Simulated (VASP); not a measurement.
# BaTiO3 (Pm-3m) in VASP: notebook

Aim: see how the results for BaTiO3 move with the level of theory and the settings. Levels: LDA, PBEsol+D4. Tasks: single point.

All numbers are computed with VASP 6.6.1; they aren't measurements. Logs are shortened: lines on timing, memory, paths and dates and some standing lists are left out, and cuts for length are marked.

## 1. The cell of the first run

Symmetry: Pm-3m, No. 221, cubic system. The conventional cell has a = 3.979 Å, b = 3.979 Å, c = 3.979 Å, α = 90.00°, β = 90.00°, γ = 90.00°. Within 3.7 Å of Ba (site symmetry m-3m) lie 12 O at 2.81 Å and 8 Ti at 3.45 Å. Ti (site symmetry m-3m) has 6 O at 1.99 Å within 2.6 Å. O (site symmetry 4/mmm) has 2 Ti at 1.99 Å within 2.6 Å.

## 2. Single point, LDA

INCAR reads:

```
  PREC = Accurate
  ENCUT = 1340
  EDIFF = 1E-6
  ISMEAR = -1
  SIGMA = 0.05
  LREAL = F
  LASPH = T
  NELM = 120
  ALGO = Normal
  ISIF = 2
  LWAVE = F
  LCHARG = F
  GGA = CA
  NBANDS = 28
  GGA_COMPAT = F
```

KPOINTS reads:

```
regular mesh
0
Gamma
  7 7 7
```

POSCAR reads:

```
BaTiO3
1.0
    3.9791132838      0.0000000000      0.0000000000
    0.0000000000      3.9791132838      0.0000000000
    0.0000000000      0.0000000000      3.9791132838
Ba Ti O
1 1 3
Direct
    0.5000000000      0.5000000000      0.5000000000
    0.0000000000      0.0000000000      0.0000000000
    0.0000000000      0.0000000000      0.5000000000
    0.0000000000      0.5000000000      0.0000000000
    0.5000000000      0.0000000000      0.0000000000
```

Potentials or basis: VASP PAW LDA potentials, release 64 (Ba_sv, Ti_sv, O_h).

Started as:

```sh
$ cat potpaw_LDA.64/Ba_sv/POTCAR potpaw_LDA.64/Ti_sv/POTCAR potpaw_LDA.64/O_h/POTCAR > POTCAR
$ mpirun -np 1 vasp_std > vasp.out
```

OUTCAR:

```text
PREC = Accurate
   ENCUT = 1340
   EDIFF = 1E-6
   ISMEAR = -1
   LREAL = F
   LASPH = T
   NELM = 120
   ISIF = 2
   GGA = CA

 ion  position               nearest neighbor table
   1  0.500  0.500  0.500-   3 2.81   4 2.81   5 2.81   4 2.81   5 2.81   3 2.81   5 2.81   5 2.81
                             3 2.81   4 2.81   4 2.81   3 2.81   2 3.45   2 3.45   2 3.45   2 3.45
   2  0.000  0.000  0.000-   3 1.99   4 1.99   5 1.99   3 1.99   4 1.99   5 1.99   1 3.45   1 3.45
                             1 3.45   1 3.45   1 3.45   1 3.45   1 3.45   1 3.45
   3  0.000  0.000  0.500-   2 1.99   2 1.99   1 2.81   1 2.81   1 2.81   1 2.81
   4  0.000  0.500  0.000-   2 1.99   2 1.99   1 2.81   1 2.81   1 2.81   1 2.81
   5  0.500  0.000  0.000-   2 1.99   2 1.99   1 2.81   1 2.81   1 2.81   1 2.81

  LATTYP: Found a simple cubic cell.
 ALAT       =     3.9791132838

  Lattice vectors:

 A1 = (   3.9791132838,   0.0000000000,   0.0000000000)
 A2 = (   0.0000000000,   3.9791132838,   0.0000000000)
 A3 = (   0.0000000000,   0.0000000000,   3.9791132838)

Analysis of symmetry for initial positions (statically):
=====================================================================
 Subroutine PRICEL returns:
 Original cell was already a primitive cell.

 Routine SETGRP: Setting up the symmetry group for a
 simple cubic supercell.

 Subroutine GETGRP returns: Found 48 space group operations
 (whereof 48 operations were pure point group operations)
 out of a pool of 48 trial point group operations.

The static configuration has the point symmetry O_h .

Analysis of symmetry for dynamics (positions and initial velocities):
=====================================================================
 Subroutine PRICEL returns:
 Original cell was already a primitive cell.

 Routine SETGRP: Setting up the symmetry group for a
 simple cubic supercell.

 Subroutine GETGRP returns: Found 48 space group operations
 (whereof 48 operations were pure point group operations)
 out of a pool of 48 trial point group operations.

The dynamic configuration has the point symmetry O_h .

 Subroutine INISYM returns: Found 48 space group operations
 (whereof 48 operations are pure point group operations),
 and found     1 'primitive' translations

----------------------------------------------------------------------------------------

                                     Primitive cell

  volume of cell :      63.0027

  direct lattice vectors                    reciprocal lattice vectors
     3.979113284  0.000000000  0.000000000     0.251312272  0.000000000  0.000000000
     0.000000000  3.979113284  0.000000000     0.000000000  0.251312272  0.000000000
     0.000000000  0.000000000  3.979113284     0.000000000  0.000000000  0.251312272

  length of vectors
     3.979113284  3.979113284  3.979113284     0.251312272  0.251312272  0.251312272

  position of ions in fractional coordinates (direct lattice)
     0.500000000  0.500000000  0.500000000
     0.000000000  0.000000000  0.000000000
     0.000000000  0.000000000  0.500000000
     0.000000000  0.500000000  0.000000000
     0.500000000  0.000000000  0.000000000

  ion indices of the primitive-cell ions
   primitive index   ion index
                 1           1
                 2           2
                 3           3
                 4           4
                 5           5

----------------------------------------------------------------------------------------

 KPOINTS: regular mesh

Automatic generation of k-mesh.
 Grid dimensions read from file:
 generate k-points for:    7    7    7

 Generating k-lattice:

  Cartesian coordinates                     Fractional coordinates (reciprocal lattice)
     0.035901753  0.000000000  0.000000000     0.142857143  0.000000000  0.000000000
     0.000000000  0.035901753  0.000000000     0.000000000  0.142857143  0.000000000
     0.000000000  0.000000000  0.035901753     0.000000000  0.000000000  0.142857143

  Length of vectors
     0.035901753  0.035901753  0.035901753

  Shift w.r.t. Gamma in fractional coordinates (k-lattice)
     0.000000000  0.000000000  0.000000000

 Subroutine IBZKPT returns following result:
 ===========================================

 Found     20 irreducible k-points:

 Following reciprocal coordinates:
            Coordinates               Weight
  0.000000  0.000000  0.000000      1.000000
  0.142857  0.000000  0.000000      6.000000
  0.285714  0.000000  0.000000      6.000000
  0.428571  0.000000  0.000000      6.000000
  0.142857  0.142857  0.000000     12.000000
  0.285714  0.142857  0.000000     24.000000
[... 12 lines left out ...]
  0.428571  0.428571  0.285714     24.000000
  0.428571  0.428571  0.428571      8.000000
   k-points           NKPTS =     20   k-points in BZ     NKDIM =     20   number of bands    NBANDS=     28
   number of dos      NEDOS =    301   number of ions     NIONS =      5
   total plane-waves  NPLWV = 110592
   dimension x,y,z NGX =    48 NGY =   48 NGZ =   48
   dimension x,y,z NGXF=    96 NGYF=   96 NGZF=   96
   ions per type =               1   1   3
   NGX,Y,Z   is equivalent  to a cutoff of  20.05, 20.05, 20.05 a.u.
   NGXF,Y,Z  is equivalent  to a cutoff of  40.11, 40.11, 40.11 a.u.
 SYSTEM =  unknown system
   PREC   = accura    normal or accurate (medium, high low for compatibility)
   ISTART =      0    job   : 0-new  1-cont  2-samecut
   ICHARG =      2    charge: 1-file 2-atom 10-const
   ISPIN  =      1    spin polarized calculation?
   LNONCOLLINEAR =      F non collinear calculations
   LSORBIT =      F    spin-orbit coupling
   LASPH  =      T    aspherical Exc in radial PAW
   ENCUT  = 1340.0 eV  98.49 Ry    9.92 a.u.  11.88 11.88 11.88*2*pi/ulx,y,z
   NELM   =    120;   NELMIN=  2; NELMDL= -5     # of ELM steps
   EDIFF  = 0.1E-05   stopping-criterion for ELM
   LREAL  =      F    real-space projection
   EDIFFG = 0.1E-04   stopping-criterion for IOM
   NSW    =      0    number of steps for IOM
   IBRION =     -1    ionic relax: 0-MD 1-quasi-New 2-CG
   NFREE  =      0    steps in history (QN), initial steepest desc. (CG)
   ISIF   =      2    stress and relaxation
   ISYM   =      2    0-nonsym 1-usesym 2-fastsym
   POTIM  = 0.5000    time-step for ionic-motion
   TEBEG  =    0.0;   TEEND  =   0.0 temperature during run
   PSTRESS=    0.0 pullay stress
   NELECT =      40.0000    total number of electrons
   NUPDOWN=      -1.0000    fix difference up-down
   EMIN   =  10.00;   EMAX   =-10.00  energy-range for DOS
   EFERMI =   0.00;   METHOD = LEGACY
   ISMEAR =    -1;   SIGMA  =   0.05  broadening in eV -4-tet -1-fermi 0-gaus
   EFERMI_NEDOS =   21; number of points for ismear=-14 and -15
   IALGO  =     38    algorithm
   IMIX   =      4    mixing-type and parameters
     AMIX     =   0.40;   BMIX     =  1.00
     AMIX_MAG =   1.60;   BMIX_MAG =  1.00
  volume/ion in A,a.u.               =      12.60        85.03
  Fermi-wavevector in a.u.,A,eV,Ry     =   1.407047  2.658933 26.936549  1.979781
  Thomas-Fermi vector in A             =   2.529346
   LORBIT       =      0    0 simple, 1 ext, 2 COOP (PROOUT), +10 PAW based schemes
   GGA     = CA    functional components
   LHFCALC =     F    Hartree Fock is set to
   AEXX    =    0.0000 exact exchange contribution
   IVDW    =     0    specifies the selected vdW correction
   LEPSILON=     F    determine dielectric tensor
   LRPA    =     F    only Hartree local field effects (RPA)
 non-spin polarized calculation
  energy-cutoff  :     1340.00
  volume of cell :       63.00
 maximum number of plane-waves:      7075
 NGX is ok and might be reduce to    48
   NGX = 23   NGY = 23   NGZ = 23

 number of electron      39.9999997 magnetization

 Free energy of the ion-electron system (eV)
  ---------------------------------------------------
  ext. energy  EPLUGINS =         0.00000000
  ---------------------------------------------------
  free energy    TOTEN  =       -44.16915381 eV

  energy without entropy =      -44.16915381  energy(sigma->0) =      -44.16915381

 E-fermi :   4.8773     XC(G=0): -11.8326

 val. band max:        3.9653022618   @ k =   0.4286   0.4286   0.4286
 cond. band min:       5.7240991253   @ k =   0.0000   0.0000   0.0000
 fundamental gap:      1.7587968635
 Fermi energy:         4.8772765139

 k-point     1 :       0.0000    0.0000    0.0000
  band No.  band energies     occupation
      1     -51.7792      2.00000
      2     -28.4036      2.00000
      3     -28.4036      2.00000
      4     -28.4036      2.00000
      5     -20.5869      2.00000
      6     -12.5871      2.00000
[... 20 lines left out ...]
     27       8.9460      0.00000
     28      11.4296      0.00000

 k-point     2 :       0.1429    0.0000    0.0000
  band No.  band energies     occupation
      1     -51.7789      2.00000
      2     -28.4148      2.00000
      3     -28.4031      2.00000
      4     -28.4031      2.00000
      5     -20.5618      2.00000
      6     -12.6071      2.00000
[... 20 lines left out ...]
     27       9.3623      0.00000
     28      11.9229      0.00000

 k-point     3 :       0.2857    0.0000    0.0000
  band No.  band energies     occupation
      1     -51.7784      2.00000
      2     -28.4397      2.00000
      3     -28.4021      2.00000
      4     -28.4021      2.00000
      5     -20.5046      2.00000
      6     -12.7247      2.00000
[... 20 lines left out ...]
     27      10.4130      0.00000
     28      12.4040      0.00000

 k-point     4 :       0.4286    0.0000    0.0000
  band No.  band energies     occupation
      1     -51.7780      2.00000
      2     -28.4595      2.00000
      3     -28.4013      2.00000
      4     -28.4013      2.00000
      5     -20.4575      2.00000
      6     -12.8562      2.00000
[... 454 lines left out ...]
     27      12.0406      0.00000
     28      12.2097      0.00000

 k-point    19 :       0.4286    0.4286    0.2857
  band No.  band energies     occupation
      1     -51.7762      2.00000
      2     -28.4538      2.00000
      3     -28.4537      2.00000
      4     -28.4337      2.00000
      5     -20.3273      2.00000
      6     -11.9506      2.00000
[... 20 lines left out ...]
     27      11.8697      0.00000
     28      11.9875      0.00000

 k-point    20 :       0.4286    0.4286    0.4286
  band No.  band energies     occupation
      1     -51.7758      2.00000
      2     -28.4528      2.00000
      3     -28.4527      2.00000
      4     -28.4527      2.00000
      5     -20.3011      2.00000
      6     -11.7293      2.00000
[... 20 lines left out ...]
     27      11.7920      0.00000
     28      11.7920      0.00000

------------------------ aborting loop because EDIFF is reached ----------------------------------------

  FORCE on cell =-STRESS in cart. coord.  units (eV):
  Direction    XX          YY          ZZ          XY          YZ          ZX
  --------------------------------------------------------------------------------------
  -------------------------------------------------------------------------------------
  Total       -1.6240956     -1.6240956     -1.6240956     -0.0000000      0.0000000     -0.0000000
  in kB      -41.3012560    -41.3012560    -41.3012560     -0.0000000      0.0000000     -0.0000000
  external PRESSURE =     -41.3012560 kB  Pullay stress =       0.0000000 kB

 VOLUME and BASIS-vectors are now :
 -----------------------------------------------------------------------------
  energy-cutoff  :     1340.00
  volume of cell :       63.00
      direct lattice vectors                 reciprocal lattice vectors
     3.979113284  0.000000000  0.000000000     0.251312272  0.000000000  0.000000000
     0.000000000  3.979113284  0.000000000     0.000000000  0.251312272  0.000000000
     0.000000000  0.000000000  3.979113284     0.000000000  0.000000000  0.251312272

 POSITION                                       TOTAL-FORCE (eV/Angst)
 -----------------------------------------------------------------------------------
      1.98956      1.98956      1.98956         0.000000      0.000000      0.000000
      0.00000      0.00000      0.00000         0.000000      0.000000      0.000000
      0.00000      0.00000      1.98956         0.000000      0.000000      0.000000
      0.00000      1.98956      0.00000         0.000000      0.000000      0.000000
      1.98956      0.00000      0.00000         0.000000      0.000000      0.000000
 -----------------------------------------------------------------------------------
    total drift:                                0.000000      0.000000      0.000000

  FREE ENERGIE OF THE ION-ELECTRON SYSTEM (eV)
  ---------------------------------------------------
  free  energy   TOTEN  =       -44.1691538117 eV

  energy  without entropy=      -44.1691538080  energy(sigma->0) =      -44.16915381
```

It took 1.8 min on 1 thread of AMD EPYC 7R43 (Zen 3), shared host; peak memory 0.34 GiB.

What came out:

- Free energy: -44.1692 eV
- Pressure: -4.1 GPa
- Band gap on the k mesh: 1.76 eV (least direct gap 1.82 eV)

Caveat: the cell stands under tension; spin-orbit coupling is left out, which moves the levels of the heavy elements; an odd mesh through Γ misses points on the zone boundary, where band edges can lie.

## 3. Single point, PBEsol+D4

This run uses another cell than the first one, of 12.39 Å³/atom.

INCAR reads:

```
SYSTEM = BaTiO3
PREC = Accurate
ENCUT = 1340
EDIFF = 1E-6
ISMEAR = -1
SIGMA = 0.05
LREAL = .False.
LASPH = .True.
NELM = 120
ALGO = Normal
ISIF = 2
LWAVE = .False.
LCHARG = .True.
GGA = PS
IVDW = 13
LELF = .True.
LVHAR = .True.
NBANDS = 28
GGA_COMPAT = .False.
```

KPOINTS reads:

```
regular mesh
0
Gamma
  7 7 7
  0 0 0
```

POSCAR, as its differences from that of step 2:

```diff
@@ -2,5 +2,5 @@
 1.0
-    3.9791132838      0.0000000000      0.0000000000
-    0.0000000000      3.9791132838      0.0000000000
-    0.0000000000      0.0000000000      3.9791132838
+    3.9566676661      0.0000000000      0.0000000000
+    0.0000000000      3.9566676661      0.0000000000
+    0.0000000000      0.0000000000      3.9566676661
 Ba Ti O
```

Potentials or basis: VASP PAW PBE potentials, release 64 (Ba_sv, Ti_sv, O_h).

Started as:

```sh
$ cat potpaw_PBE.64/Ba_sv/POTCAR potpaw_PBE.64/Ti_sv/POTCAR potpaw_PBE.64/O_h/POTCAR > POTCAR
$ mpirun -np 1 vasp_std > vasp.out
```

Wall time 1.7 min (1 thread of Intel Xeon Platinum 8488C (Sapphire Rapids), shared host); peak memory 0.41 GiB.

It converged, with:

- Free energy: -42.6341 eV
- Pressure: 1.9 GPa
- Band gap on the k mesh: 1.83 eV (least direct gap 1.87 eV)
- Dispersion energy per atom: -0.129 eV

Levels at points of the mesh, in eV from the valence-band top:
```csv
k point,band 17,band 18,band 19,band 20,band 21,band 22,band 23,band 24
"(0.00, 0.00, 0.00)",-1.10,-0.04,-0.04,-0.04,1.83,1.83,1.83,4.24
```

Caveat: the PAW data sets were made with another functional, which shifts forces and pressure a little; spin-orbit coupling is left out, which moves the levels of the heavy elements; an odd mesh through Γ misses points on the zone boundary, where band edges can lie. As with any semilocal functional, this PBEsol gap is likely too small.
